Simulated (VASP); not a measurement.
Here is a VASP 6.6.1 calculation.

The input INCAR:

```
SYSTEM = Al3B2As
PREC = Accurate
ENCUT = 600
EDIFF = 1E-6
ISMEAR = 0
SIGMA = 0.1
LREAL = .False.
LASPH = .True.
NELM = 100
ALGO = Normal
ISIF = 3
LWAVE = .False.
LCHARG = .False.
GGA = PE
IBRION = 2
NSW = 100
EDIFFG = -0.01
```

KPOINTS

```
regular mesh
0
Gamma
  14 14 4
  0 0 0
```

POSCAR

```
Al3B2As
1.0
    2.8318555832      0.0000000000      0.0000000000
    0.0000000000      2.8318555832      0.0000000000
    0.0000000000      0.0000000000      9.8600086612
Al B As
3 2 1
Direct
    0.0000000000      0.0000000000      0.6429872895
    0.0000000000      0.0000000000      0.3671581097
    0.5000000000      0.5000000000      0.8584201506
    0.0000000000      0.0000000000      0.9974619017
    0.5000000000      0.5000000000      0.4968514934
    0.5000000000      0.5000000000      0.1371200150
```

Potentials or basis: VASP PAW PBE potentials, release 64 (Al, B, As).

Command:

```sh
$ cat potpaw_PBE.64/Al/POTCAR potpaw_PBE.64/B/POTCAR potpaw_PBE.64/As/POTCAR > POTCAR
$ mpirun -np 1 vasp_std > vasp.out
```

Q: What does it give for the relaxed cell?

A: a = 2.812 Å, b = 2.812 Å, c = 10.058 Å, α = 90.00°, β = 90.00°, γ = 90.00°.

Q: Predict the relaxed volume.

A: 13.25 Å³/atom.

Q: Predict the space group after relaxing (to 0.1 Å).

A: P4mm (No. 99).

Forces on the atoms (eV/Å):
```
Al   0.000  0.000  0.002
Al   0.000  0.000 -0.003
Al   0.000  0.000  0.008
B    0.000  0.000 -0.007
B    0.000  0.000  0.001
As   0.000  0.000  0.000
```

Caveat: the highest band is partly filled, so the run has too few bands.
